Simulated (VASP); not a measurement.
# As in VASP: further runs

As is run at these levels: PBE; tasks: single point.

Everything below comes from runs of VASP 6.6.1. Logs are shortened: lines on timing, memory, paths and dates and some standing lists are left out, and cuts for length are marked.

## (1) The cell of the first run

It takes space group Pm-3m (No. 221, cubic). Conventional cell: a = 2.757 Å, b = 2.757 Å, c = 2.757 Å, α = 90.00°, β = 90.00°, γ = 90.00°. As (site symmetry m-3m) has 6 As at 2.76 Å within 3.6 Å.

## (2) Single point, PBE

INCAR reads:

```
ALGO = Normal ; EDIFF = 1E-6
ENCUT = 500 ; GGA = PE
GGA_COMPAT = F ; ISIF = 2
ISMEAR = -1 ; LASPH = T
LCHARG = F ; LREAL = F
LWAVE = F ; NBANDS = 8
NELM = 120 ; PREC = Accurate
SIGMA = 0.02
```

KPOINTS reads:

```
k-points
0
Gamma
  15 15 15
```

POSCAR reads:

```
As
1.0
    2.7567085743      0.0000000000      0.0000000000
    0.0000000000      2.7567085743      0.0000000000
    0.0000000000      0.0000000000      2.7567085743
As
1
Direct
    0.5000000000      0.5000000000      0.5000000000
```

Potentials or basis: VASP PAW PBE potentials, release 64 (As).

Launch:

```console
$ cat potpaw_PBE.64/As/POTCAR > POTCAR
$ mpirun -np 1 vasp_std > vasp.out
```

OUTCAR:

```text
EDIFF = 1E-6
   ENCUT = 500
   GGA = PE
   ISIF = 2
   ISMEAR = -1
   LASPH = T
   LREAL = F
   NELM = 120
   PREC = Accurate

 ion  position               nearest neighbor table
   1  0.500  0.500  0.500-

  LATTYP: Found a simple cubic cell.
 ALAT       =     2.7567085743

  Lattice vectors:

 A1 = (   2.7567085743,   0.0000000000,   0.0000000000)
 A2 = (   0.0000000000,   2.7567085743,   0.0000000000)
 A3 = (   0.0000000000,   0.0000000000,   2.7567085743)

Analysis of symmetry for initial positions (statically):
=====================================================================
 Subroutine PRICEL returns:
 Original cell was already a primitive cell.

 Routine SETGRP: Setting up the symmetry group for a
 simple cubic supercell.

 Subroutine GETGRP returns: Found 48 space group operations
 (whereof 48 operations were pure point group operations)
 out of a pool of 48 trial point group operations.

The static configuration has the point symmetry O_h .

Analysis of symmetry for dynamics (positions and initial velocities):
=====================================================================
 Subroutine PRICEL returns:
 Original cell was already a primitive cell.

 Routine SETGRP: Setting up the symmetry group for a
 simple cubic supercell.

 Subroutine GETGRP returns: Found 48 space group operations
 (whereof 48 operations were pure point group operations)
 out of a pool of 48 trial point group operations.

The dynamic configuration has the point symmetry O_h .

 Subroutine INISYM returns: Found 48 space group operations
 (whereof 48 operations are pure point group operations),
 and found     1 'primitive' translations

----------------------------------------------------------------------------------------

                                     Primitive cell

  volume of cell :      20.9494

  direct lattice vectors                    reciprocal lattice vectors
     2.756708574  0.000000000  0.000000000     0.362751438  0.000000000  0.000000000
     0.000000000  2.756708574  0.000000000     0.000000000  0.362751438  0.000000000
     0.000000000  0.000000000  2.756708574     0.000000000  0.000000000  0.362751438

  length of vectors
     2.756708574  2.756708574  2.756708574     0.362751438  0.362751438  0.362751438

  position of ions in fractional coordinates (direct lattice)
     0.500000000  0.500000000  0.500000000

  ion indices of the primitive-cell ions
   primitive index   ion index
                 1           1

----------------------------------------------------------------------------------------

 KPOINTS: k-points

Automatic generation of k-mesh.
 Grid dimensions read from file:
 generate k-points for:   15   15   15

 Generating k-lattice:

  Cartesian coordinates                     Fractional coordinates (reciprocal lattice)
     0.024183429  0.000000000  0.000000000     0.066666667  0.000000000  0.000000000
     0.000000000  0.024183429  0.000000000     0.000000000  0.066666667  0.000000000
     0.000000000  0.000000000  0.024183429     0.000000000  0.000000000  0.066666667

  Length of vectors
     0.024183429  0.024183429  0.024183429

  Shift w.r.t. Gamma in fractional coordinates (k-lattice)
     0.000000000  0.000000000  0.000000000

 Subroutine IBZKPT returns following result:
 ===========================================

 Found    120 irreducible k-points:

 Following reciprocal coordinates:
            Coordinates               Weight
  0.000000  0.000000  0.000000      1.000000
  0.066667  0.000000  0.000000      6.000000
  0.133333  0.000000  0.000000      6.000000
  0.200000  0.000000  0.000000      6.000000
  0.266667  0.000000  0.000000      6.000000
  0.333333  0.000000  0.000000      6.000000
[... 16 lines left out ...]
  0.266667  0.200000  0.000000     24.000000
  0.333333  0.200000  0.000000     24.000000
 [... further k-points ...]
   k-points           NKPTS =    120   k-points in BZ     NKDIM =    120   number of bands    NBANDS=      8
   number of dos      NEDOS =    301   number of ions     NIONS =      1
   total plane-waves  NPLWV =   8000
   dimension x,y,z NGX =    20 NGY =   20 NGZ =   20
   dimension x,y,z NGXF=    40 NGYF=   40 NGZF=   40
   ions per type =               1
   NGX,Y,Z   is equivalent  to a cutoff of  12.06, 12.06, 12.06 a.u.
   NGXF,Y,Z  is equivalent  to a cutoff of  24.12, 24.12, 24.12 a.u.
 SYSTEM =  unknown system
   PREC   = accura    normal or accurate (medium, high low for compatibility)
   ISTART =      0    job   : 0-new  1-cont  2-samecut
   ICHARG =      2    charge: 1-file 2-atom 10-const
   ISPIN  =      1    spin polarized calculation?
   LNONCOLLINEAR =      F non collinear calculations
   LSORBIT =      F    spin-orbit coupling
   LASPH  =      T    aspherical Exc in radial PAW
   ENCUT  =  500.0 eV  36.75 Ry    6.06 a.u.   5.03  5.03  5.03*2*pi/ulx,y,z
   NELM   =    120;   NELMIN=  2; NELMDL= -5     # of ELM steps
   EDIFF  = 0.1E-05   stopping-criterion for ELM
   LREAL  =      F    real-space projection
   EDIFFG = 0.1E-04   stopping-criterion for IOM
   NSW    =      0    number of steps for IOM
   IBRION =     -1    ionic relax: 0-MD 1-quasi-New 2-CG
   NFREE  =      0    steps in history (QN), initial steepest desc. (CG)
   ISIF   =      2    stress and relaxation
   ISYM   =      2    0-nonsym 1-usesym 2-fastsym
   POTIM  = 0.5000    time-step for ionic-motion
   TEBEG  =    0.0;   TEEND  =   0.0 temperature during run
   PSTRESS=    0.0 pullay stress
   NELECT =       5.0000    total number of electrons
   NUPDOWN=      -1.0000    fix difference up-down
   EMIN   =  10.00;   EMAX   =-10.00  energy-range for DOS
   EFERMI =   0.00;   METHOD = LEGACY
   ISMEAR =    -1;   SIGMA  =   0.02  broadening in eV -4-tet -1-fermi 0-gaus
   EFERMI_NEDOS =   21; number of points for ismear=-14 and -15
   IALGO  =     38    algorithm
   IMIX   =      4    mixing-type and parameters
     AMIX     =   0.40;   BMIX     =  1.00
     AMIX_MAG =   1.60;   BMIX_MAG =  1.00
  volume/ion in A,a.u.               =      20.95       141.37
  Fermi-wavevector in a.u.,A,eV,Ry     =   1.015486  1.918990 14.030491  1.031212
  Thomas-Fermi vector in A             =   2.148775
   LORBIT       =      0    0 simple, 1 ext, 2 COOP (PROOUT), +10 PAW based schemes
   GGA     = PE    functional components
   LHFCALC =     F    Hartree Fock is set to
   AEXX    =    0.0000 exact exchange contribution
   IVDW    =     0    specifies the selected vdW correction
   LEPSILON=     F    determine dielectric tensor
   LRPA    =     F    only Hartree local field effects (RPA)
 non-spin polarized calculation
  energy-cutoff  :      500.00
  volume of cell :       20.95
 maximum number of plane-waves:       549
   NGX = 11   NGY = 11   NGZ = 11

 number of electron       5.0000000 magnetization

 Free energy of the ion-electron system (eV)
  ---------------------------------------------------
  ext. energy  EPLUGINS =         0.00000000
  ---------------------------------------------------
  free energy    TOTEN  =        -4.55128726 eV

  energy without entropy =       -4.55017178  energy(sigma->0) =       -4.55072952

 E-fermi :   5.3148     XC(G=0): -10.1817

 val. band max:        5.2658561546   @ k =   0.2000   0.2000   0.0000
 cond. band min:       5.3160827308   @ k =   0.4000   0.2667   0.2000
 fundamental gap:      0.0502265762
 Fermi energy:         5.3147564451

 k-point     1 :       0.0000    0.0000    0.0000
  band No.  band energies     occupation
      1      -9.1864      2.00000
      2       9.2154      0.00000
      3       9.2154      0.00000
      4       9.2154      0.00000
      5      13.7302      0.00000
      6      13.7302      0.00000
      7      15.3394      0.00000
      8      29.4600      0.00000

 k-point     2 :       0.0667    0.0000    0.0000
  band No.  band energies     occupation
      1      -9.1091      2.00000
      2       8.2161      0.00000
      3       9.2826      0.00000
      4       9.2826      0.00000
      5      13.8005      0.00000
      6      14.4218      0.00000
      7      15.8590      0.00000
      8      28.1460      0.00000

 k-point     3 :       0.1333    0.0000    0.0000
  band No.  band energies     occupation
      1      -8.8791      2.00000
      2       6.3494      0.00000
      3       9.4798      0.00000
      4       9.4798      0.00000
      5      14.0093      0.00000
      6      15.0156      0.00000
      7      17.7498      0.00000
      8      26.2326      0.00000

 k-point     4 :       0.2000    0.0000    0.0000
  band No.  band energies     occupation
      1      -8.5036      2.00000
      2       4.4073      2.00000
      3       9.7928      0.00000
      4       9.7928      0.00000
      5      14.3488      0.00000
      6      15.4851      0.00000
      7      20.1478      0.00000
      8      24.4090      0.00000

 k-point     5 :       0.2667    0.0000    0.0000
  band No.  band energies     occupation
      1      -7.9986      2.00000
      2       2.5862      2.00000
      3      10.1935      0.00000
      4      10.1935      0.00000
      5      14.8018      0.00000
      6      16.0611      0.00000
      7      22.1017      0.00000
      8      22.7777      0.00000
[... 177 lines left out ...]
 k-point    22 :       0.2000    0.2000    0.0000
  band No.  band energies     occupation
      1      -7.8208      2.00000
      2       4.8314      2.00000
      3       5.2659      1.84039
      4      10.3655      0.00000
      5      15.5146      0.00000
      6      18.1577      0.00000
      7      20.7268      0.00000
      8      22.0062      0.00000

 k-point    23 :       0.2667    0.2000    0.0000
  band No.  band energies     occupation
      1      -7.3154      2.00000
      2       3.2113      2.00000
      3       5.5278      0.00005
      4      10.7622      0.00000
      5      15.7454      0.00000
      6      17.0032      0.00000
      7      21.6555      0.00000
      8      23.3302      0.00000

 k-point    24 :       0.3333    0.2000    0.0000
  band No.  band energies     occupation
      1      -6.7160      2.00000
      2       1.6154      2.00000
      3       6.0375      0.00000
      4      11.1958      0.00000
      5      14.9784      0.00000
      6      17.0094      0.00000
      7      22.0005      0.00000
      8      22.0329      0.00000

 [... further k-points ...]
[... 5 lines left out ...]
  --------------------------------------------------------------------------------------
  -------------------------------------------------------------------------------------
  Total       -0.2763772     -0.2763772     -0.2763772      0.0000000      0.0000000     -0.0000000
  in kB      -21.1368484    -21.1368484    -21.1368484      0.0000000      0.0000000     -0.0000000
  external PRESSURE =     -21.1368484 kB  Pullay stress =       0.0000000 kB

 VOLUME and BASIS-vectors are now :
 -----------------------------------------------------------------------------
  energy-cutoff  :      500.00
  volume of cell :       20.95
      direct lattice vectors                 reciprocal lattice vectors
     2.756708574  0.000000000  0.000000000     0.362751438  0.000000000  0.000000000
     0.000000000  2.756708574  0.000000000     0.000000000  0.362751438  0.000000000
     0.000000000  0.000000000  2.756708574     0.000000000  0.000000000  0.362751438

 POSITION                                       TOTAL-FORCE (eV/Angst)
 -----------------------------------------------------------------------------------
      1.37835      1.37835      1.37835         0.000000      0.000000      0.000000
 -----------------------------------------------------------------------------------
    total drift:                                0.000000      0.000000      0.000000

  FREE ENERGIE OF THE ION-ELECTRON SYSTEM (eV)
  ---------------------------------------------------
  free  energy   TOTEN  =        -4.5512872614 eV

  energy  without entropy=       -4.5501717761  energy(sigma->0) =       -4.55072952
```

Wall time 9.8 s (1 thread of AMD EPYC 7R43 (Zen 3), shared host); peak memory 0.1 GiB.

What came out:

```yaml
Free_energy: -4.5513 eV
Pressure: -2.1 GPa
```

(Continued in part 2 of 2.)
